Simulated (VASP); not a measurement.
Write the native input for VASP 6.6.1 that does the following.

```
Task                   : single point
Functional             : PBEsol
Potentials or basis    : VASP PAW PBE potentials, release 64 (Al, H)
Cutoff                 : 520 eV
k mesh                 : 5 × 5 × 1
Occupations            : gaussian, width 0.1 eV
Spin                   : no spin polarisation
Dipole correction      : yes
Further INCAR settings : ALGO = Normal; EDIFF = 1e-07; NBANDS = 30
```

The structure of Al12H lies in POSCAR:

```
Al12H
1.0
    5.6788540124      0.0000000000      0.0000000000
    0.0000000000      5.6788540124      0.0000000000
    0.0000000000      0.0000000000     21.1413451746
Al H
12 1
Direct
    0.2500000000      0.2500000000      0.1892027195
    0.2500000000      0.7500000000      0.1892027195
    0.7500000000      0.2500000000      0.1892027195
    0.7500000000      0.7500000000      0.1892027195
    0.0000000000      0.0000000000      0.2870821533
    0.0000000000      0.5000000000      0.2870821533
    0.5000000000      0.0000000000      0.2870821533
    0.5000000000      0.5000000000      0.2870821533
    0.2500000000      0.2500000000      0.3850911618
    0.2500000000      0.7500000000      0.3850911618
    0.7500000000      0.2500000000      0.3850911618
    0.7500000000      0.7500000000      0.3850911618
    0.4166666667      0.4166666667      0.5066539090
```

These files were run (other wordings do the same):

INCAR

```
SYSTEM = Al12H
ALGO = Normal ; DIPOL = 0.5 0.5 0.304
EDIFF = 1E-7 ; ENCUT = 520
GGA = PS ; IDIPOL = 3
ISIF = 2 ; ISMEAR = 0
LASPH = .True. ; LCHARG = .True.
LDIPOL = .True. ; LELF = .True.
LREAL = .False. ; LVACPOTAV = .True.
LVHAR = .True. ; LWAVE = .False.
NBANDS = 30 ; NELM = 60
PREC = Accurate ; SIGMA = 0.1
```

KPOINTS

```
k-points
0
Gamma
  5 5 1
  0 0 0
```

Potentials or basis: VASP PAW PBE potentials, release 64 (Al, H).

Launch:

```bash
$ cat potpaw_PBE.64/Al/POTCAR potpaw_PBE.64/H/POTCAR > POTCAR
$ mpirun -np 1 vasp_std > vasp.out
```

It gave:

| Property | Result |
| --- | --- |
| Largest force | 1.259 eV/Å |
| Band gap on the k mesh | zero (an odd number of electrons rules out a gap without spin polarisation) |

Caveat: the PAW data sets were made with another functional, which shifts forces and pressure a little.

Wall time 11 min on 1 thread of Intel Xeon 8259CL, on a shared host, peak memory 0.67 GiB.
